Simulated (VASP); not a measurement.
# Sn2C3 (Pn-3m) in VASP: relaxation of cell and atoms with PBE

Aim: the relaxation of cell and atoms of Sn2C3 with PBE.

Program: VASP 6.6.1. These are calculated values, not measurements. Logs are shortened: lines on timing, memory, paths and dates and some standing lists are left out, and cuts for length are marked.

### 1 The cell of the first run

Symmetry: Pn-3m, No. 224, cubic system. The conventional cell has a = 5.870 Å, b = 5.870 Å, c = 5.870 Å, α = 90.00°, β = 90.00°, γ = 90.00°. Within 3.4 Å of Sn (site symmetry -3m) lie 6 C at 2.54 Å. Within 3.4 Å of C (site symmetry -42m) lie 4 Sn at 2.54 Å and 4 C at 2.94 Å.

The cell was built from a structure type or drawn by symmetry, and may not be a known phase.

### 2 Relaxation of cell and atoms, PBE

The input, INCAR:

```
ALGO = Normal
EDIFF = 1E-7
EDIFFG = -0.08
ENCUT = 600
GGA = PE
GGA_COMPAT = F
IBRION = 2
ISIF = 3
ISMEAR = 0
LASPH = T
LCHARG = F
LREAL = F
LWAVE = F
NELM = 120
NELMIN = 4
NSW = 36
PREC = Accurate
SIGMA = 0.2
```

The input, KPOINTS:

```
k-points
0
Gamma
  3 3 3
```

The input, POSCAR:

```
Sn2C3
1.0
    5.8700028700      0.0000000000      0.0000000000
    0.0000000000      5.8700028700      0.0000000000
    0.0000000000      0.0000000000      5.8700028700
Sn C
4 6
Direct
    0.2500000000      0.2500000000      0.2500000000
    0.2500000000      0.7500000000      0.7500000000
    0.7500000000      0.7500000000      0.2500000000
    0.7500000000      0.2500000000      0.7500000000
    0.0000000000      0.5000000000      0.5000000000
    0.0000000000      0.5000000000      0.0000000000
    0.5000000000      0.0000000000      0.5000000000
    0.0000000000      0.0000000000      0.5000000000
    0.5000000000      0.0000000000      0.0000000000
    0.5000000000      0.5000000000      0.0000000000
```

Potentials or basis: VASP PAW PBE potentials, release 64 (Sn_d, C).

Run with:

```
cat potpaw_PBE.64/Sn_d/POTCAR potpaw_PBE.64/C/POTCAR > POTCAR
mpirun -np 1 vasp_std > vasp.out
```

OUTCAR:

```text
EDIFF = 1E-7
   EDIFFG = -0.08
   ENCUT = 600
   GGA = PE
   IBRION = 2
   ISIF = 3
   ISMEAR = 0
   LASPH = T
   LREAL = F
   NELM = 120
   NELMIN = 4
   NSW = 36
   PREC = Accurate

 ion  position               nearest neighbor table
   1  0.250  0.250  0.250-   5 2.54   6 2.54   7 2.54   8 2.54   9 2.54  10 2.54
   2  0.250  0.750  0.750-   5 2.54   6 2.54   7 2.54   8 2.54   9 2.54  10 2.54
   3  0.750  0.750  0.250-   5 2.54   6 2.54   7 2.54   8 2.54   9 2.54  10 2.54
   4  0.750  0.250  0.750-   5 2.54   6 2.54   7 2.54   8 2.54   9 2.54  10 2.54
   5  0.000  0.500  0.500-   1 2.54   2 2.54   3 2.54   4 2.54
   6  0.000  0.500  0.000-   1 2.54   2 2.54   3 2.54   4 2.54
   7  0.500  0.000  0.500-   1 2.54   2 2.54   3 2.54   4 2.54
   8  0.000  0.000  0.500-   1 2.54   2 2.54   3 2.54   4 2.54
   9  0.500  0.000  0.000-   1 2.54   2 2.54   3 2.54   4 2.54
  10  0.500  0.500  0.000-   1 2.54   2 2.54   3 2.54   4 2.54

  LATTYP: Found a simple cubic cell.
 ALAT       =     5.8700028700

  Lattice vectors:

 A1 = (   5.8700028700,   0.0000000000,   0.0000000000)
 A2 = (   0.0000000000,   5.8700028700,   0.0000000000)
 A3 = (   0.0000000000,   0.0000000000,   5.8700028700)

Analysis of symmetry for initial positions (statically):
=====================================================================
 Subroutine PRICEL returns:
 Original cell was already a primitive cell.

 Routine SETGRP: Setting up the symmetry group for a
 simple cubic supercell.

 Subroutine GETGRP returns: Found 48 space group operations
 (whereof 24 operations were pure point group operations)
 out of a pool of 48 trial point group operations.

The static configuration has the point symmetry T_d .
 The point group associated with its full space group is O_h .

Analysis of symmetry for dynamics (positions and initial velocities):
=====================================================================
 Subroutine PRICEL returns:
 Original cell was already a primitive cell.

 Routine SETGRP: Setting up the symmetry group for a
 simple cubic supercell.

 Subroutine GETGRP returns: Found 48 space group operations
 (whereof 24 operations were pure point group operations)
 out of a pool of 48 trial point group operations.

The dynamic configuration has the point symmetry T_d .
 The point group associated with its full space group is O_h .

 Subroutine INISYM returns: Found 48 space group operations
 (whereof 24 operations are pure point group operations),
 and found     1 'primitive' translations

----------------------------------------------------------------------------------------

                                     Primitive cell

  volume of cell :     202.2623

  direct lattice vectors                    reciprocal lattice vectors
     5.870002870  0.000000000  0.000000000     0.170357668  0.000000000  0.000000000
[... 70 lines left out ...]
   NGXF,Y,Z  is equivalent  to a cutoff of  27.19, 27.19, 27.19 a.u.
 SYSTEM =  unknown system
   PREC   = accura    normal or accurate (medium, high low for compatibility)
   ISTART =      0    job   : 0-new  1-cont  2-samecut
   ICHARG =      2    charge: 1-file 2-atom 10-const
   ISPIN  =      1    spin polarized calculation?
   LNONCOLLINEAR =      F non collinear calculations
   LSORBIT =      F    spin-orbit coupling
   LASPH  =      T    aspherical Exc in radial PAW
   ENCUT  =  600.0 eV  44.10 Ry    6.64 a.u.  11.72 11.72 11.72*2*pi/ulx,y,z
   NELM   =    120;   NELMIN=  4; NELMDL= -5     # of ELM steps
   EDIFF  = 0.1E-06   stopping-criterion for ELM
   LREAL  =      F    real-space projection
   EDIFFG = -.8E-01   stopping-criterion for IOM
   NSW    =     36    number of steps for IOM
   IBRION =      2    ionic relax: 0-MD 1-quasi-New 2-CG
   NFREE  =      1    steps in history (QN), initial steepest desc. (CG)
   ISIF   =      3    stress and relaxation
   ISYM   =      2    0-nonsym 1-usesym 2-fastsym
   POTIM  = 0.5000    time-step for ionic-motion
   TEBEG  =    0.0;   TEEND  =   0.0 temperature during run
   PSTRESS=    0.0 pullay stress
   NELECT =      80.0000    total number of electrons
   NUPDOWN=      -1.0000    fix difference up-down
   EMIN   =  10.00;   EMAX   =-10.00  energy-range for DOS
   EFERMI =   0.00;   METHOD = LEGACY
   ISMEAR =     0;   SIGMA  =   0.20  broadening in eV -4-tet -1-fermi 0-gaus
   EFERMI_NEDOS =   21; number of points for ismear=-14 and -15
   IALGO  =     38    algorithm
   IMIX   =      4    mixing-type and parameters
     AMIX     =   0.40;   BMIX     =  1.00
     AMIX_MAG =   1.60;   BMIX_MAG =  1.00
  volume/ion in A,a.u.               =      20.23       136.49
  Fermi-wavevector in a.u.,A,eV,Ry     =   1.201710  2.270904 19.648283  1.444108
  Thomas-Fermi vector in A             =   2.337512
   LORBIT       =      0    0 simple, 1 ext, 2 COOP (PROOUT), +10 PAW based schemes
   GGA     = PE    functional components
   LHFCALC =     F    Hartree Fock is set to
   AEXX    =    0.0000 exact exchange contribution
   IVDW    =     0    specifies the selected vdW correction
   LEPSILON=     F    determine dielectric tensor
   LRPA    =     F    only Hartree local field effects (RPA)
 conjugate gradient relaxation of ions
 non-spin polarized calculation
 Gauss-broadening in eV      SIGMA  =   0.20
  energy-cutoff  :      600.00
  volume of cell :      202.26
 maximum number of plane-waves:      6764
 NGX is ok and might be reduce to    48
   NGX = 23   NGY = 23   NGZ = 23

--------------------------------------- Ionic step        1  -------------------------------------------

 number of electron      79.9999972 magnetization

 Free energy of the ion-electron system (eV)
  ---------------------------------------------------
  ext. energy  EPLUGINS =         0.00000000
  ---------------------------------------------------
  free energy    TOTEN  =       -47.04966019 eV

  energy without entropy =      -46.93612150  energy(sigma->0) =      -46.99289085

 E-fermi :   4.2199     XC(G=0):  -9.4231

 val. band max:        4.1477982583   @ k =   0.3333   0.3333   0.0000
 cond. band min:       4.3947348457   @ k =   0.3333   0.3333   0.0000
 fundamental gap:      0.2469365874
 Fermi energy:         4.2198747004

 k-point     1 :       0.0000    0.0000    0.0000
  band No.  band energies     occupation
      1     -17.0479      2.00000
      2     -17.0200      2.00000
      3     -17.0200      2.00000
      4     -17.0200      2.00000
      5     -16.9995      2.00000
      6     -16.9995      2.00000
[... 280 lines left out ...]
--------------------------------------- Ionic step        3  -------------------------------------------

 number of electron      80.0000003 magnetization

 Free energy of the ion-electron system (eV)
  ---------------------------------------------------
  ext. energy  EPLUGINS =         0.00000000
  ---------------------------------------------------
  free energy    TOTEN  =       -49.77620543 eV

  energy without entropy =      -49.61193228  energy(sigma->0) =      -49.69406886

 E-fermi :   7.0764     XC(G=0): -10.6270

 val. band max:        6.9354673700   @ k =   0.0000   0.0000   0.0000
 cond. band min:       7.0866755972   @ k =   0.3333   0.3333   0.0000
 fundamental gap:      0.1512082272
 Fermi energy:         7.0764424147

 k-point     1 :       0.0000    0.0000    0.0000
  band No.  band energies     occupation
      1     -14.3819      2.00000
      2     -14.3783      2.00000
      3     -14.3783      2.00000
      4     -14.3174      2.00000
      5     -14.3174      2.00000
      6     -14.3174      2.00000
[... 230 lines left out ...]
  FREE ENERGIE OF THE ION-ELECTRON SYSTEM (eV)
  ---------------------------------------------------
  free  energy   TOTEN  =       -49.7762054347 eV

  energy  without entropy=      -49.6119322831  energy(sigma->0) =      -49.69406886

 reached required accuracy - stopping structural energy minimisation
```

CONTCAR:

```text
Sn2C3
   1.00000000000000
     5.3742105926759374    0.0000000000000000    0.0000000000000000
     0.0000000000000000    5.3742105926759374    0.0000000000000000
    -0.0000000000000000   -0.0000000000000000    5.3742105926759374
  Sn              C
     4     6
Direct
     0.2500000000000000    0.2500000000000000    0.2500000000000000
     0.2500000000000000    0.7500000000000000    0.7500000000000000
     0.7500000000000000    0.7500000000000000    0.2500000000000000
     0.7500000000000000    0.2500000000000000    0.7500000000000000
     0.0000000000000000    0.5000000000000000    0.5000000000000000
     0.0000000000000000    0.5000000000000000    0.0000000000000000
     0.5000000000000000    0.0000000000000000    0.5000000000000000
     0.0000000000000000    0.0000000000000000    0.5000000000000000
     0.5000000000000000    0.0000000000000000    0.0000000000000000
     0.5000000000000000    0.5000000000000000    0.0000000000000000

  0.00000000E+00  0.00000000E+00  0.00000000E+00
  0.00000000E+00  0.00000000E+00  0.00000000E+00
  0.00000000E+00  0.00000000E+00  0.00000000E+00
  0.00000000E+00  0.00000000E+00  0.00000000E+00
  0.00000000E+00  0.00000000E+00  0.00000000E+00
  0.00000000E+00  0.00000000E+00  0.00000000E+00
  0.00000000E+00  0.00000000E+00  0.00000000E+00
  0.00000000E+00  0.00000000E+00  0.00000000E+00
  0.00000000E+00  0.00000000E+00  0.00000000E+00
  0.00000000E+00  0.00000000E+00  0.00000000E+00
```

It took 4.6 min on 1 thread of Intel Xeon 8259CL, shared host; peak memory 0.35 GiB.

What came out:

- Free energy: -49.7762 eV
- Relaxed volume: 15.52 Å³/atom
- Relaxed cell: a = 5.374 Å, b = 5.374 Å, c = 5.374 Å, α = 90.00°, β = 90.00°, γ = 90.00°
- Space group after relaxing (to 0.1 Å): Pn-3m (No. 224)
- Energy gained by relaxing: 272.7 meV/atom
- Ionic steps: 3
- Pressure after relaxing: 0.1 GPa
- Band gap on the k mesh: zero (bands 40 and 41 overlap by 0.61 eV)

Step by step:
| step | energy change (eV) | largest force (eV/Å) | pressure (GPa) | volume (Å³) |
| --- | --- | --- | --- | --- |
| 1 | 0.0000 | 0.0000 | -14.47 | 202.26 |
| 2 | -2.7189 | 0.0000 | 1.28 | 153.37 |
| 3 | -2.7265 | 0.0000 | 0.06 | 155.22 |

Final structure:
```
Sn C
1.0
     5.37421    0.00000    0.00000
     0.00000    5.37421    0.00000
     0.00000    0.00000    5.37421
Sn C
4 6
Direct
  0.25000 0.25000 0.25000
  0.25000 0.75000 0.75000
  0.75000 0.75000 0.25000
  0.75000 0.25000 0.75000
  0.00000 0.50000 0.50000
  0.00000 0.50000 0.00000
  0.50000 0.00000 0.50000
  0.00000 0.00000 0.50000
  0.50000 0.00000 0.00000
  0.50000 0.50000 0.00000
```

Levels at points of the mesh, in eV from the Fermi level:
| k point | band 35 | band 36 | band 37 | band 38 | band 39 | band 40 | band 41 | band 42 | band 43 | band 44 |
| --- | --- | --- | --- | --- | --- | --- | --- | --- | --- | --- |
| (0.00, 0.00, 0.00) | -3.13 | -0.75 | -0.75 | -0.75 | -0.14 | 0.21 | 1.22 | 1.22 | 1.22 | 1.97 |

Caveat: the volume moved by over 15 % at a fixed basis, so the end points are rough; semilocal functionals underestimate gaps, so a narrow gap can read as zero; spin-orbit coupling is left out, which moves the levels of the heavy elements.
